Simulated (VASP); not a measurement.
A run of VASP 6.6.1:

INCAR

```
PREC = Accurate
ENCUT = 520
EDIFF = 1E-6
ISMEAR = 0
SIGMA = 0.15
LREAL = False
LASPH = True
NELM = 60
ALGO = Fast
ISIF = 2
LWAVE = False
LCHARG = False
GGA = PS
NBANDS = 21
```

KPOINTS

```
Automatic mesh
0
Gamma
  24 24 12
```

The input POSCAR:

```
Ru
1.0
    2.7057993342      0.0000000000      0.0000000000
   -1.3528996671      2.3432909610      0.0000000000
    0.0000000000      0.0000000000      4.2819000000
Ru
2
Direct
    0.1670238830      0.6666666667      0.2500000000
    0.6666666667      0.3333333333      0.7500000000
```

Potentials or basis: VASP PAW PBE potentials, release 64 (Ru_pv).

Command:

```bash
$ cat potpaw_PBE.64/Ru_pv/POTCAR > POTCAR
$ mpirun -np 1 vasp_std > vasp.out
```

Hardware: 1 thread of Intel(R) Xeon(R) 6975P-C (Granite Rapids) (shared host).

**Question.** Estimate the wall time of this run.

**Answer.** Run time: 6 min on 1 thread of Intel(R) Xeon(R) 6975P-C (Granite Rapids), on a shared host, peak memory 0.9 GiB. Counts: scf iterations 13, k points 2030.
